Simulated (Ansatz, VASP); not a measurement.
**One calculation of Ni, two programs**

INCAR

```
  ALGO = Normal
  EDIFF = 1E-8
  ENCUT = 520
  GGA = CA
  GGA_COMPAT = F
  ISIF = 2
  ISMEAR = -1
  ISPIN = 2
  LASPH = T
  LCHARG = F
  LEFG = T
  LMAXMIX = 4
  LORBIT = 11
  LREAL = F
  LWAVE = F
  MAGMOM = 1.5
  NBANDS = 15
  NELM = 200
  PREC = Accurate
  SIGMA = 0.05
```

File KPOINTS:

```
k-points
0
Gamma
  20 20 20
```

The input POSCAR:

```
Ni
1.0
    0.0000000000      1.7679500000      1.8209885000
    1.7679500000      0.0000000000      1.8209885000
    1.7679500000      1.7679500000      0.0000000000
Ni
1
Direct
    0.0000000000      0.0000000000      0.0000000000
```

Input for Ansatz:

```yaml
crystal:
  lattice:
    - [0.0, 1.76795, 1.8209885]
    - [1.76795, 0.0, 1.8209885]
    - [1.76795, 1.76795, 0.0]
  atoms:
    - { symbol: Ni, position: [0.0, 0.0, 0.0], spin: 1.5 }
magnetization:
  spin_polarized: true
kpoints:
  mp_grid: { grid: [20, 20, 20] }
scf:
  occupations: { method: fermi_dirac, width: 0.05 }
hamiltonian:
  xc: lda
  pseudopotentials: { kind: all_electron, datasets: crystal }
output:
  forces: true
  stress: true
  eigenvalues: true
  efg: { contact_densities: true }
```

Change from the starting cell: zz strain of +3 %, crystal datasets.

Alike in both runs: task electric field gradients; functional LDA; k mesh 20 × 20 × 20; occupations fermi-dirac, width 0.05 eV; collinear spin.

|  | VASP | Ansatz |
| --- | --- | --- |
| version | VASP 6.6.1 | Ansatz 0.2.0 |
| potentials or method | VASP PAW LDA potentials, release 64 (Ni), cutoff 520 eV | all-electron PAW with datasets made for the crystal, scalar-relativistic |

Ansatz gave:

* pressure (GPa): -23.7
* traceless stress, the component that is largest in VASP (GPa): -2.17
* net moment per atom (μB): 0.63
* size of the moment on the site where the two differ most (μB): 0.66
* size of Vzz on the site where it differs most (V/Å²): 1.6

Problem. Which values does VASP return?

Solution. Pressure (GPa): -23.3; traceless stress, the component that is largest in VASP (GPa): -2.08; net moment per atom (μB): 0.62; size of the moment on the site where the two differ most (μB): 0.62; size of Vzz on the site where it differs most (V/Å²): 2.0.

LDA's correlation is that of Perdew and Zunger in VASP and of Perdew and Wang (1992) in Ansatz. Site moments also hang on the region over which each program counts them. Ansatz ran all-electron here, and VASP with PAW potentials. Ansatz's warnings: printed levels off.
